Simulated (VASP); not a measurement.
# LiSi16 (a cell with a defect) in VASP: notebook

LiSi16 (a cell with a defect) is run at these levels: LDA; tasks: single point.

All numbers are computed with VASP 6.6.1; they aren't measurements. Logs are shortened: lines on timing, memory, paths and dates and some standing lists are left out, and cuts for length are marked.

### 1 The cell of the first run

The cell holds a defect, 17 atoms: a = 7.679 Å, b = 7.679 Å, c = 7.679 Å, α = 60.00°, β = 60.00°, γ = 60.00°.

### 2 Single point, LDA, collinear spin, zero start

The input, INCAR:

```
PREC = Accurate ; ENCUT = 520
EDIFF = 1E-6 ; ISMEAR = 0
SIGMA = 0.02 ; LREAL = Auto
LASPH = T ; NELM = 150
ALGO = Normal ; ISIF = 2
LWAVE = F ; LCHARG = T
ISPIN = 2 ; MAGMOM = 0 0 0 0 0 0 0 0 0 0 0 0 0 0 0 0 0
LORBIT = 11 ; LELF = T
LVHAR = T ; NBANDS = 52
```

The input, KPOINTS:

```
Automatic mesh
0
Gamma
  2 2 2
```

The input, POSCAR:

```
LiSi16
1.0
    0.0000000000      5.4300000000      5.4300000000
    5.4300000000      0.0000000000      5.4300000000
    5.4300000000      5.4300000000      0.0000000000
Si Li
16 1
Direct
   -0.0002651934      0.0002261510      0.0005042357
    0.1221433702      0.1225818600      0.1228170350
   -0.0017910681     -0.0014485267      0.5020488950
    0.1221240331      0.1225183241      0.6334030387
   -0.0017624309      0.5018092081     -0.0012451197
    0.1221400552      0.6331352670      0.1227579190
   -0.0018321363      0.5017892265      0.5020288214
    0.1281162983      0.6240761510      0.6242787293
    0.5013735727     -0.0013735727     -0.0011986188
    0.6326551565      0.1225752302      0.1228032228
    0.5013675875     -0.0014580110      0.5020440147
    0.6237193370      0.1284263352      0.6242966851
    0.5013754144      0.5018080110     -0.0012568140
    0.6237358195      0.6241100368      0.1285789134
    0.4998420810      0.5001527624      0.5003054328
    0.6236842541      0.6240691529      0.6242724678
    0.2497174033      1.2502453959      0.2505398711
```

Potentials or basis: VASP PAW LDA potentials, release 64 (Si, Li_sv).

Run with:

```bash
cat potpaw_LDA.64/Si/POTCAR potpaw_LDA.64/Li_sv/POTCAR > POTCAR
mpirun -np 1 vasp_std > vasp.out
```

OUTCAR:

```text
PREC = Accurate
   ENCUT = 520
   EDIFF = 1E-6
   ISMEAR = 0
   LREAL = Auto
   LASPH = T
   NELM = 150
   ISIF = 2
   ISPIN = 2
   LORBIT = 11

 ion  position               nearest neighbor table
   1  1.000  0.000  0.001-   2 2.30  10 2.30   6 2.30   4 2.30
   2  0.122  0.123  0.123-   1 2.30   5 2.38   9 2.38   3 2.38  17 2.40
   3  0.998  0.999  0.502-   8 2.35  12 2.35   2 2.38   4 2.38  17 2.73
   4  0.122  0.123  0.633-   1 2.30   3 2.38  11 2.38   7 2.38  17 2.40
   5  0.998  0.502  0.999-   8 2.35  14 2.35   2 2.38   6 2.38  17 2.73
   6  0.122  0.633  0.123-   1 2.30   5 2.38  13 2.38   7 2.38  17 2.40
   7  0.998  0.502  0.502-  16 2.35   8 2.35   6 2.38   4 2.38  17 2.73
   8  0.128  0.624  0.624-  15 2.33   3 2.35   5 2.35   7 2.35
   9  0.501  0.999  0.999-  12 2.35  14 2.35   2 2.38  10 2.38  17 2.73
  10  0.633  0.123  0.123-   1 2.30   9 2.38  13 2.38  11 2.38  17 2.40
  11  0.501  0.999  0.502-  16 2.35  12 2.35  10 2.38   4 2.38  17 2.73
  12  0.624  0.128  0.624-  15 2.33  11 2.35   3 2.35   9 2.35
  13  0.501  0.502  0.999-  16 2.35  14 2.35  10 2.38   6 2.38  17 2.73
  14  0.624  0.624  0.129-  15 2.33  13 2.35   5 2.35   9 2.35
  15  0.500  0.500  0.500-  16 2.33   8 2.33  12 2.33  14 2.33
  16  0.624  0.624  0.624-  15 2.33  13 2.35  11 2.35   7 2.35
  17  0.250  0.250  0.251-   4 2.40   6 2.40  10 2.40   2 2.40   7 2.73  11 2.73   3 2.73  13 2.73
                             5 2.73   9 2.73

  LATTYP: Found a face centered cubic cell.
 ALAT       =    10.8600000000

  Lattice vectors:

 A1 = (   0.0000000000,   5.4300000000,   5.4300000000)
 A2 = (   5.4300000000,   0.0000000000,   5.4300000000)
 A3 = (   5.4300000000,   5.4300000000,   0.0000000000)

Analysis of symmetry for initial positions (statically):
=====================================================================
 Subroutine PRICEL returns:
 Original cell was already a primitive cell.

 Routine SETGRP: Setting up the symmetry group for a
 face centered cubic supercell.

 Subroutine GETGRP returns: Found  1 space group operations
 (whereof  1 operations were pure point group operations)
 out of a pool of 48 trial point group operations.

The static configuration has the point symmetry C_1 .

Analysis of symmetry for dynamics (positions and initial velocities):
=====================================================================
 Subroutine PRICEL returns:
 Original cell was already a primitive cell.

 Routine SETGRP: Setting up the symmetry group for a
 face centered cubic supercell.

 Subroutine GETGRP returns: Found  1 space group operations
 (whereof  1 operations were pure point group operations)
 out of a pool of 48 trial point group operations.

The dynamic configuration has the point symmetry C_1 .

Analysis of structural, dynamic, and magnetic symmetry:
=====================================================================
 Subroutine PRICEL returns:
 Original cell was already a primitive cell.

 Routine SETGRP: Setting up the symmetry group for a
 face centered cubic supercell.

 Subroutine GETGRP returns: Found  1 space group operations
 (whereof  1 operations were pure point group operations)
 out of a pool of 48 trial point group operations.

The overall configuration has the point symmetry C_1 .

 Subroutine INISYM returns: Found  1 space group operations
 (whereof  1 operations are pure point group operations),
 and found     1 'primitive' translations

----------------------------------------------------------------------------------------

                                     Primitive cell

  volume of cell :     320.2060

  direct lattice vectors                    reciprocal lattice vectors
     0.000000000  5.430000000  5.430000000    -0.092081031  0.092081031  0.092081031
     5.430000000  0.000000000  5.430000000     0.092081031 -0.092081031  0.092081031
     5.430000000  5.430000000  0.000000000     0.092081031  0.092081031 -0.092081031

  length of vectors
     7.679179644  7.679179644  7.679179644     0.159489025  0.159489025  0.159489025

  position of ions in fractional coordinates (direct lattice)
     0.999734807  0.000226151  0.000504236
     0.122143370  0.122581860  0.122817035
     0.998208932  0.998551473  0.502048895
     0.122124033  0.122518324  0.633403039
[... 77 lines left out ...]
   NGXF,Y,Z  is equivalent  to a cutoff of  25.98, 25.98, 25.98 a.u.
 SYSTEM =  unknown system
   PREC   = accura    normal or accurate (medium, high low for compatibility)
   ISTART =      0    job   : 0-new  1-cont  2-samecut
   ICHARG =      2    charge: 1-file 2-atom 10-const
   ISPIN  =      2    spin polarized calculation?
   LNONCOLLINEAR =      F non collinear calculations
   LSORBIT =      F    spin-orbit coupling
   LASPH  =      T    aspherical Exc in radial PAW
   ENCUT  =  520.0 eV  38.22 Ry    6.18 a.u.  14.28 14.28 14.28*2*pi/ulx,y,z
   NELM   =    150;   NELMIN=  2; NELMDL= -5     # of ELM steps
   EDIFF  = 0.1E-05   stopping-criterion for ELM
   LREAL  =      T    real-space projection
   EDIFFG = 0.1E-04   stopping-criterion for IOM
   NSW    =      0    number of steps for IOM
   IBRION =     -1    ionic relax: 0-MD 1-quasi-New 2-CG
   NFREE  =      0    steps in history (QN), initial steepest desc. (CG)
   ISIF   =      2    stress and relaxation
   ISYM   =      2    0-nonsym 1-usesym 2-fastsym
   POTIM  = 0.5000    time-step for ionic-motion
   TEBEG  =    0.0;   TEEND  =   0.0 temperature during run
   PSTRESS=    0.0 pullay stress
   NELECT =      67.0000    total number of electrons
   NUPDOWN=      -1.0000    fix difference up-down
   EMIN   =  10.00;   EMAX   =-10.00  energy-range for DOS
   EFERMI =   0.00;   METHOD = LEGACY
   ISMEAR =     0;   SIGMA  =   0.02  broadening in eV -4-tet -1-fermi 0-gaus
   EFERMI_NEDOS =   21; number of points for ismear=-14 and -15
   IALGO  =     38    algorithm
   IMIX   =      4    mixing-type and parameters
     AMIX     =   0.40;   BMIX     =  1.00
     AMIX_MAG =   1.60;   BMIX_MAG =  1.00
  volume/ion in A,a.u.               =      18.84       127.11
  Fermi-wavevector in a.u.,A,eV,Ry     =   0.971904  1.836632 12.852022  0.944597
  Thomas-Fermi vector in A             =   2.102159
   LORBIT       =     11    0 simple, 1 ext, 2 COOP (PROOUT), +10 PAW based schemes
   GGA     = CA    functional components
   LHFCALC =     F    Hartree Fock is set to
   AEXX    =    0.0000 exact exchange contribution
   IVDW    =     0    specifies the selected vdW correction
   LEPSILON=     F    determine dielectric tensor
   LRPA    =     F    only Hartree local field effects (RPA)
 spin polarized calculation
 Gauss-broadening in eV      SIGMA  =   0.02
  energy-cutoff  :      520.00
  volume of cell :      320.21
 maximum number of plane-waves:      8646
 NGX is ok and might be reduce to    60
   NGX = 29   NGY = 29   NGZ = 29

 number of electron      66.9999998 magnetization      -0.0003020

 number of electron      66.9999998 magnetization       0.0003732

 Free energy of the ion-electron system (eV)
  ---------------------------------------------------
  ext. energy  EPLUGINS =         0.00000000
  ---------------------------------------------------
  free energy    TOTEN  =       -95.87789925 eV

  energy without entropy =      -95.87507657  energy(sigma->0) =      -95.87648791

 E-fermi :   6.5066     XC(G=0):  -9.7162

 val. band max:        6.5064978443   @ k =   0.0000   0.0000   0.0000
 cond. band min:       6.5067186906   @ k =   0.0000   0.0000   0.0000
 fundamental gap:      0.0002208463
 Fermi energy:         6.5066105893

 spin component 1

 k-point     1 :       0.0000    0.0000    0.0000
  band No.  band energies     occupation
      1     -39.6098      1.00000
      2      -6.0251      1.00000
      3      -3.7807      1.00000
      4      -3.6985      1.00000
      5      -3.6982      1.00000
      6      -3.6980      1.00000
[... 373 lines left out ...]
     44      10.1172      0.00000
     45      10.2062      0.00000
 Fermi energy:         6.5066105893

 spin component 2

 k-point     1 :       0.0000    0.0000    0.0000
  band No.  band energies     occupation
      1     -39.6098      1.00000
      2      -6.0251      1.00000
      3      -3.7806      1.00000
      4      -3.6985      1.00000
      5      -3.6982      1.00000
      6      -3.6980      1.00000
[... 373 lines left out ...]
     44      10.1173      0.00000
     45      10.2062      0.00000
 [bands above 45 left out]

------------------------ aborting loop because EDIFF is reached ----------------------------------------

  FORCE on cell =-STRESS in cart. coord.  units (eV):
  Direction    XX          YY          ZZ          XY          YZ          ZX
  --------------------------------------------------------------------------------------
  -------------------------------------------------------------------------------------
  Total       -0.0196745     -0.0125602     -0.0106181     -0.0005696      0.0002268      0.0001686
  in kB       -0.0984431     -0.0628459     -0.0531286     -0.0028500      0.0011350      0.0008437
  external PRESSURE =      -0.0714725 kB  Pullay stress =       0.0000000 kB

 VOLUME and BASIS-vectors are now :
 -----------------------------------------------------------------------------
  energy-cutoff  :      520.00
  volume of cell :      320.21
      direct lattice vectors                 reciprocal lattice vectors
     0.000000000  5.430000000  5.430000000    -0.092081031  0.092081031  0.092081031
     5.430000000  0.000000000  5.430000000     0.092081031 -0.092081031  0.092081031
     5.430000000  5.430000000  0.000000000     0.092081031  0.092081031 -0.092081031

 POSITION                                       TOTAL-FORCE (eV/Angst)
 -----------------------------------------------------------------------------------
      0.00397      5.43130      5.42979        -0.003977     -0.001240      0.000459
      1.33252      1.33014      1.32886        -0.003189     -0.003191     -0.002563
      8.14826      8.14640     10.84241         0.000466     -0.000659      0.004730
      4.10465      4.10251      1.32841         0.004421      0.005291     -0.005607
      8.14806     10.84367      8.14525         0.001394      0.003759     -0.001210
      4.10450      1.32980      4.10114         0.003133     -0.004619      0.004237
[... 9 lines left out ...]
      6.77850      6.77640      6.77530         0.012829      0.011423      0.011144
      2.71926      2.71640      2.71480        -0.001801     -0.000570     -0.000245
 -----------------------------------------------------------------------------------
    total drift:                               -0.010581     -0.003654      0.000678

  FREE ENERGIE OF THE ION-ELECTRON SYSTEM (eV)
  ---------------------------------------------------
  free  energy   TOTEN  =       -95.8778992486 eV

  energy  without entropy=      -95.8750765712  energy(sigma->0) =      -95.87648791

 total charge

# of ion       s       p       d       tot
------------------------------------------
    1        0.740   0.982   0.000   1.722
    2        0.752   0.970   0.000   1.722
    3        0.744   0.954   0.000   1.698
    4        0.752   0.970   0.000   1.722
    5        0.744   0.954   0.000   1.698
    6        0.752   0.970   0.000   1.722
[... 9 lines left out ...]
   16        0.750   0.959   0.000   1.709
   17        2.027   0.111   0.000   2.138
--------------------------------------------------
tot         13.980  15.508   0.000  29.488

 magnetization (x)

# of ion       s       p       d       tot
------------------------------------------
    1       -0.000  -0.000   0.000  -0.000
    2       -0.000   0.000   0.000   0.000
    3        0.000  -0.000   0.000   0.000
    4       -0.000   0.000   0.000   0.000
    5        0.000  -0.000   0.000   0.000
    6       -0.000   0.000   0.000   0.000
[... 9 lines left out ...]
   16       -0.000   0.000   0.000   0.000
   17       -0.000  -0.000   0.000  -0.000
--------------------------------------------------
tot          0.000   0.000   0.000   0.000
```

Wall time 3.7 min (1 thread of Intel Xeon 6975P-C (Granite Rapids), shared host); peak memory 0.47 GiB.

What came out:

```yaml
Free_energy: -95.8779 eV
Largest_force: 0.020 eV/Å
Net_moment: 0.00 μB per cell
Valence_electrons_inside_the_program's_atomic_spheres: Si 1.72, 1.70, 1.71 (each value once); Li 2.14
```

Forces in eV/Å, atoms in the order of the input:
```
Si  -0.004 -0.001  0.000
Si  -0.003 -0.003 -0.003
Si   0.000 -0.001  0.005
Si   0.004  0.005 -0.006
Si   0.001  0.004 -0.001
Si   0.003 -0.005  0.004
Si  -0.005  0.000  0.000
Si   0.012 -0.011 -0.010
Si   0.002  0.001  0.000
Si  -0.004  0.003  0.003
Si   0.001 -0.005  0.001
Si  -0.010  0.011 -0.011
Si   0.001  0.001 -0.004
Si  -0.009 -0.010  0.010
Si  -0.001  0.000  0.000
Si   0.013  0.011  0.011
Li  -0.002 -0.001  0.000
```

Caveat: the k points lie up to 0.50 Å⁻¹ apart; the cutoff is under 1.25 times the usual one of these potentials, so pressure, stress and relaxed cells hold a basis-set (Pulay) error; no moment was typed at the start, so none could form.

[end of part 1 of 2]
